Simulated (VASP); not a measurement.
# InSbTe3 (P3m1) in VASP: relaxation of cell and atoms with PBE

Aim: the relaxation of cell and atoms of InSbTe3 with PBE.

Program: VASP 6.6.1. These are calculated values, not measurements. Logs are shortened: lines on timing, memory, paths and dates and some standing lists are left out, and cuts for length are marked.

### Step 1. The cell of the first run

The structure is trigonal, space group P3m1 (No. 156). The conventional cell has a = 4.342 Å, b = 4.342 Å, c = 10.365 Å, α = 90.00°, β = 90.00°, γ = 120.00°. In (site symmetry 3m) has 6 Te at 2.92 to 3.18 Å within 3.8 Å. Within 4.0 Å of Sb (site symmetry 3m) lie 6 Te at 3.02 to 3.20 Å. Within 4.5 Å of Te (site symmetry 3m) lie 3 In at 3.18 Å and 3 Sb at 3.20 Å and 12 Te at 4.26 to 4.44 Å. Within 3.8 Å of Te (site symmetry 3m) lie 3 In at 2.92 Å. Te (site symmetry 3m) has 3 Sb at 3.02 Å and 12 Te at 4.12 to 4.44 Å within 4.5 Å.

The cell was generated, and may not be a known phase.

### Step 2. Relaxation of cell and atoms, PBE

Input file INCAR:

```
SYSTEM = InSbTe3
PREC = Accurate
ENCUT = 600
EDIFF = 1E-6
ISMEAR = 0
SIGMA = 0.1
LREAL = .FALSE.
LASPH = .TRUE.
NELM = 100
ALGO = Normal
ISIF = 3
LWAVE = .FALSE.
LCHARG = .FALSE.
GGA = PE
IBRION = 2
NSW = 100
EDIFFG = -0.01
```

Input file KPOINTS:

```
regular mesh
0
G
  12 12 4
  0 0 0
```

Input file POSCAR:

```
InSbTe3
1.0
    4.3415041612      0.0000000000      0.0000000000
   -2.1707520806      3.7598528942      0.0000000000
    0.0000000000      0.0000000000     10.3653439058
In Sb Te
1 1 3
Direct
    0.6666666667      0.3333333333      0.1929548239
    0.3333333333      0.6666666667      0.8135243478
    0.0000000000      0.0000000000      0.0048662150
    0.3333333333      0.6666666667      0.3368836253
    0.6666666667      0.3333333333      0.6517709879
```

Potentials or basis: VASP PAW PBE potentials, release 64 (In_d, Sb, Te).

Launch:

```
cat potpaw_PBE.64/In_d/POTCAR potpaw_PBE.64/Sb/POTCAR potpaw_PBE.64/Te/POTCAR > POTCAR
mpirun -np 1 vasp_std > vasp.out
```

OUTCAR:

```text
SYSTEM = InSbTe3
   PREC = Accurate
   ENCUT = 600
   EDIFF = 1E-6
   ISMEAR = 0
   LREAL = .FALSE.
   LASPH = .TRUE.
   NELM = 100
   ISIF = 3
   GGA = PE
   IBRION = 2
   NSW = 100
   EDIFFG = -0.01

 ion  position               nearest neighbor table
   1  0.667  0.333  0.193-   4 2.92   4 2.92   4 2.92   3 3.18   3 3.18   3 3.18
   2  0.333  0.667  0.814-   5 3.02   5 3.02   5 3.02   3 3.20   3 3.20   3 3.20
   3  0.000  0.000  0.005-   1 3.18   1 3.18   1 3.18   2 3.20   2 3.20   2 3.20
   4  0.333  0.667  0.337-   1 2.92   1 2.92   1 2.92
   5  0.667  0.333  0.652-   2 3.02   2 3.02   2 3.02

  LATTYP: Found a hexagonal cell.
 ALAT       =     4.3415041612
 C/A-ratio  =     2.3875006267

  Lattice vectors:

 A1 = (   4.3415041612,   0.0000000000,   0.0000000000)
 A2 = (  -2.1707520806,   3.7598528942,   0.0000000000)
 A3 = (   0.0000000000,   0.0000000000,  10.3653439058)

Analysis of symmetry for initial positions (statically):
=====================================================================
 Subroutine PRICEL returns:
 Original cell was already a primitive cell.

 Routine SETGRP: Setting up the symmetry group for a
 hexagonal supercell.

 Subroutine GETGRP returns: Found  6 space group operations
 (whereof  6 operations were pure point group operations)
 out of a pool of 24 trial point group operations.

The static configuration has the point symmetry C_3v.

Analysis of symmetry for dynamics (positions and initial velocities):
=====================================================================
 Subroutine PRICEL returns:
 Original cell was already a primitive cell.

 Routine SETGRP: Setting up the symmetry group for a
 hexagonal supercell.

 Subroutine GETGRP returns: Found  6 space group operations
 (whereof  6 operations were pure point group operations)
 out of a pool of 24 trial point group operations.

The dynamic configuration has the point symmetry C_3v.

 Subroutine INISYM returns: Found  6 space group operations
 (whereof  6 operations are pure point group operations),
 and found     1 'primitive' translations

----------------------------------------------------------------------------------------

                                     Primitive cell

  volume of cell :     169.1978

  direct lattice vectors                    reciprocal lattice vectors
     4.341504161  0.000000000  0.000000000     0.230334917  0.132983926  0.000000000
[... 110 lines left out ...]
   IMIX   =      4    mixing-type and parameters
     AMIX     =   0.40;   BMIX     =  1.00
     AMIX_MAG =   1.60;   BMIX_MAG =  1.00
  volume/ion in A,a.u.               =      33.84       228.36
  Fermi-wavevector in a.u.,A,eV,Ry     =   0.977336  1.846898 12.996100  0.955186
  Thomas-Fermi vector in A             =   2.108026
   LORBIT       =      0    0 simple, 1 ext, 2 COOP (PROOUT), +10 PAW based schemes
   GGA     = PE    functional components
   LHFCALC =     F    Hartree Fock is set to
   AEXX    =    0.0000 exact exchange contribution
   IVDW    =     0    specifies the selected vdW correction
   LEPSILON=     F    determine dielectric tensor
   LRPA    =     F    only Hartree local field effects (RPA)
 conjugate gradient relaxation of ions
 non-spin polarized calculation
 Gauss-broadening in eV      SIGMA  =   0.10
  energy-cutoff  :      600.00
  volume of cell :      169.20
 maximum number of plane-waves:      5673
 NGX is ok and might be reduce to    36
   NGX = 17   NGY = 17   NGZ = 41

--------------------------------------- Ionic step        1  -------------------------------------------

 number of electron      35.9999997 magnetization

 Free energy of the ion-electron system (eV)
  ---------------------------------------------------
  ext. energy  EPLUGINS =         0.00000000
  ---------------------------------------------------
  free energy    TOTEN  =       -17.08021268 eV

  energy without entropy =      -17.07788215  energy(sigma->0) =      -17.07904742

------------------------ aborting loop because EDIFF is reached ----------------------------------------

  FORCE on cell =-STRESS in cart. coord.  units (eV):
  Direction    XX          YY          ZZ          XY          YZ          ZX
  --------------------------------------------------------------------------------------
  -------------------------------------------------------------------------------------
  Total       -0.1144036     -0.1144036      0.2348677      0.0000000      0.0000000      0.0000000
  in kB       -1.0833164     -1.0833164      2.2240224      0.0000000      0.0000000      0.0000000
  external PRESSURE =       0.0191298 kB  Pullay stress =       0.0000000 kB
[... 98 lines left out ...]
  FREE ENERGIE OF THE ION-ELECTRON SYSTEM (eV)
  ---------------------------------------------------
  free  energy   TOTEN  =       -17.0814384304 eV

  energy  without entropy=      -17.0790090130  energy(sigma->0) =      -17.08022372

[... ionic steps 4 to 12 ...]

--------------------------------------- Ionic step       13  -------------------------------------------

 number of electron      35.9999997 magnetization

------------------------ aborting loop because EDIFF is reached ----------------------------------------
[... 73 lines left out ...]
--------------------------------------- Ionic step       15  -------------------------------------------

 number of electron      35.9999999 magnetization

 Free energy of the ion-electron system (eV)
  ---------------------------------------------------
  ext. energy  EPLUGINS =         0.00000000
  ---------------------------------------------------
  free energy    TOTEN  =       -17.08217013 eV

  energy without entropy =      -17.07996395  energy(sigma->0) =      -17.08106704

 E-fermi :   5.3180     XC(G=0):  -8.9349

 val. band max:        5.2980168719   @ k =   0.0833   0.0000   0.5000
 cond. band min:       5.3546799244   @ k =   0.4167   0.0000   0.5000
 fundamental gap:      0.0566630524
 Fermi energy:         5.3180165618

 k-point     1 :       0.0000    0.0000    0.0000
  band No.  band energies     occupation
      1      -9.2476      2.00000
      2      -9.2476      2.00000
      3      -9.2143      2.00000
      4      -9.1851      2.00000
      5      -9.1851      2.00000
      6      -7.2296      2.00000
[... 589 lines left out ...]
     21       7.1104      0.00000
     22       7.6687      0.00000

 [... further k-points ...]
[... 5 lines left out ...]
  --------------------------------------------------------------------------------------
  -------------------------------------------------------------------------------------
  Total        0.0159341      0.0159341      0.0173692      0.0000000      0.0000000      0.0000000
  in kB        0.1499180      0.1499180      0.1634205      0.0000000      0.0000000      0.0000000
  external PRESSURE =       0.1544188 kB  Pullay stress =       0.0000000 kB
[... 20 lines left out ...]
  FREE ENERGIE OF THE ION-ELECTRON SYSTEM (eV)
  ---------------------------------------------------
  free  energy   TOTEN  =       -17.0821701291 eV

  energy  without entropy=      -17.0799639475  energy(sigma->0) =      -17.08106704

 reached required accuracy - stopping structural energy minimisation
```

CONTCAR:

```text
InSbTe3
   1.00000000000000
     4.3247669749982949    0.0000000000000001   -0.0000000000000000
    -2.1623834874991474    3.7453580657618599   -0.0000000000000000
    -0.0000000000000000   -0.0000000000000001   10.5130337664235114
  In              Sb              Te
     1     1     3
Direct
     0.6666666667000030    0.3333333332999970    0.1912977918722339
     0.3333333332999970    0.6666666667000030    0.8153874687839605
     0.0000000000000000    0.0000000000000000    0.0045278273089393
     0.3333333332999970    0.6666666667000030    0.3342835169597108
     0.6666666667000030    0.3333333332999970    0.6545033949751538

  0.00000000E+00  0.00000000E+00  0.00000000E+00
  0.00000000E+00  0.00000000E+00  0.00000000E+00
  0.00000000E+00  0.00000000E+00  0.00000000E+00
  0.00000000E+00  0.00000000E+00  0.00000000E+00
  0.00000000E+00  0.00000000E+00  0.00000000E+00
```

Wall time 59 min (1 thread of Oxide Virtual Turin-like, shared host); peak memory 0.56 GiB.

Results:

| Item | Value |
| --- | --- |
| Free energy | -17.0822 eV |
| Relaxed volume | 34.06 Å³/atom |
| Relaxed cell | a = 4.325 Å, b = 4.325 Å, c = 10.513 Å, α = 90.00°, β = 90.00°, γ = 120.00° |
| Space group after relaxing (to 0.1 Å) | P3m1 (No. 156) |
| Energy gained by relaxing | 0.4 meV/atom |
| Ionic steps | 15 |
| Pressure after relaxing | 0.0 GPa |
| Largest force after relaxing | 0.006 eV/Å |
| Band gap on the k mesh | zero (bands 18 and 19 overlap by 0.08 eV) |

Forces in eV/Å, atoms in the order of the input:
```
In   0.000  0.000  0.006
Sb   0.000  0.000  0.002
Te   0.000  0.000 -0.004
Te   0.000  0.000 -0.002
Te   0.000  0.000 -0.002
```

Step by step:
```
step  energy change (eV)  largest force (eV/Å)  pressure (GPa)  volume (Å³)
   1              0.0000                0.0400            0.00       169.20
   2             -0.0008                0.0186           -0.02       169.21
   3             -0.0012                0.0462           -0.06       169.22
   4             -0.0013                0.0317           -0.05       169.22
   5             -0.0014                0.0076            0.05       168.90
   6             -0.0014                0.0140            0.03       168.98
   7             -0.0015                0.0121            0.02       169.09
   8             -0.0015                0.0222            0.00       169.29
   9             -0.0015                0.0189            0.00       169.37
  10             -0.0017                0.0124           -0.02       169.62
  11             -0.0018                0.0270           -0.04       170.11
  12             -0.0018                0.0216           -0.03       170.09
  13             -0.0019                0.0179            0.03       170.03
  14             -0.0019                0.0124            0.03       170.10
  15             -0.0020                0.0057            0.02       170.29
```

Final structure:
```
In Sb Te
1.0
     4.32477    0.00000    0.00000
    -2.16238    3.74536    0.00000
     0.00000    0.00000   10.51303
In Sb Te
1 1 3
Cartesian
  2.1624 1.2485 2.0111
  0.0000 2.4969 8.5722
  0.0000 0.0000 0.0476
  0.0000 2.4969 3.5143
  2.1624 1.2485 6.8808
```

Levels at points of the mesh, in eV from the Fermi level:
| k point | band 16 | band 17 | band 18 | band 19 | band 20 | band 21 |
| --- | --- | --- | --- | --- | --- | --- |
| (0.00, 0.00, 0.00) | -0.95 | -0.54 | -0.54 | 0.92 | 1.30 | 1.30 |
| (0.50, 0.00, 0.00) | -1.85 | -1.49 | -1.00 | 0.46 | 1.70 | 2.32 |
| (0.00, 0.00, 0.50) | -0.58 | -0.58 | -0.22 | 0.44 | 1.31 | 1.31 |
| (0.50, 0.00, 0.50) | -1.44 | -0.77 | -0.68 | -0.10 | 1.64 | 2.06 |

Caveat: semilocal functionals underestimate gaps, and a narrow one can read as zero; spin-orbit coupling is left out, which moves the levels of the heavy elements; this functional lacks dispersion, which binds layers or chains, so the pressure and a relaxed spacing across them are unreliable.

The gap in the log of VASP goes by the Fermi energy; the results here count the filled bands.